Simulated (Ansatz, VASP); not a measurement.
Te2Mo in VASP and in Ansatz

```
Te Mo
1.0
    -1.77853   -3.08051    0.00000
     1.77853   -3.08051    0.00000
     0.00000   -2.05347   15.20472
Te Mo
4 2
Direct
  0.62297 0.62297 0.13109
  0.12299 0.12299 0.63109
  0.54371 0.54371 0.36891
  0.04373 0.04373 0.86891
  0.41669 0.41669 0.75000
  0.25001 0.25001 0.25000
```

Alike in both runs: task single point; functional PBE; k mesh 9 × 9 × 2; occupations gaussian, width 0.05 eV; no spin polarisation.

|  | VASP | Ansatz |
| --- | --- | --- |
| version | VASP 6.6.1 | Ansatz 0.2.0 |
| potentials or method | VASP PAW PBE potentials, release 64 (Te, Mo_sv), cutoff 520 eV | scalar-relativistic, plane waves, PAW |
| valence electrons in the cell | 52 | 92 |

```tsv
	VASP	Ansatz	Ansatz less VASP
gap on the k mesh at the Fermi level (eV)	1.04	1.04	+0.001
least direct gap on the mesh (eV)	1.04	1.04	+0.001
pressure (GPa)	0.1	0.1	-0.01
traceless stress, the component that is largest in VASP (GPa)	0.14	0.08	-0.056
rms of the force components (eV/Å)	0.010	0.012	+0.0025
```

Atom by atom the forces differ by 0.006 eV/Å (rms over components). VASP's potentials hold 52 valence electrons a cell and Ansatz's 92, so a difference there can come from the potentials and not from the codes.

Spin-orbit coupling is off throughout.
